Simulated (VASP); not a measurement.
Input of a VASP 6.6.1 run:

INCAR

```
PREC     = Accurate       # precision mode
ENCUT    = 600            # plane-wave cutoff, eV
EDIFF    = 1E-6           # SCF threshold, eV
ISMEAR   = -1             # smearing method
SIGMA    = 0.05           # smearing width, eV
LREAL    = F              # projectors in reciprocal space
LASPH    = T              # aspherical terms in the spheres
NELM     = 60             # most SCF steps
ALGO     = Fast           # electronic algorithm
ISIF     = 3              # what is computed and relaxed
LWAVE    = F              # write WAVECAR
LCHARG   = F              # write CHGCAR
GGA      = RE             # functional
IVDW     = 12             # dispersion correction
IBRION   = 2              # ionic algorithm
NSW      = 60             # ionic steps
EDIFFG   = -0.01          # ionic threshold
```

File KPOINTS:

```
Automatic mesh
0
Gamma
  10 9 10
```

File POSCAR:

```
Sn
1.0
   -1.6664398100      1.7077874900      2.1828021800
    1.7938717800     -1.8589232500      2.3916531200
    1.6937133800      1.8854440200     -2.2975624100
Sn
1
Direct
    0.0000000000      0.0000000000      0.0000000000
```

Potentials or basis: VASP PAW PBE potentials, release 64 (Sn_d).

The run is started by

```sh
$ cat potpaw_PBE.64/Sn_d/POTCAR > POTCAR
$ mpirun -np 1 vasp_std > vasp.out
```

Problem. Estimate the dispersion energy per atom.

Solution. -0.738 eV.

Problem. Predict the space group after relaxing (to 0.1 Å).

Solution. Fmmm (No. 69).

Problem. Predict the band gap on the k mesh.

Solution. Zero (bands 7 and 8 overlap by 10.11 eV).

Final structure:
```cif
data_structure
_symmetry_space_group_name_H-M 'P 1'
_symmetry_Int_Tables_number 1
_cell_length_a 3.2585
_cell_length_b 3.2432
_cell_length_c 3.2984
_cell_angle_alpha 116.593
_cell_angle_beta 116.333
_cell_angle_gamma 94.814
_cell_volume 26.14
loop_
_atom_site_label
_atom_site_type_symbol
_atom_site_fract_x
_atom_site_fract_y
_atom_site_fract_z
_atom_site_occupancy
Sn1 Sn 0.00000 0.00000 0.00000 1
```

Caveat: spin-orbit coupling is left out, which moves the levels of the heavy elements.
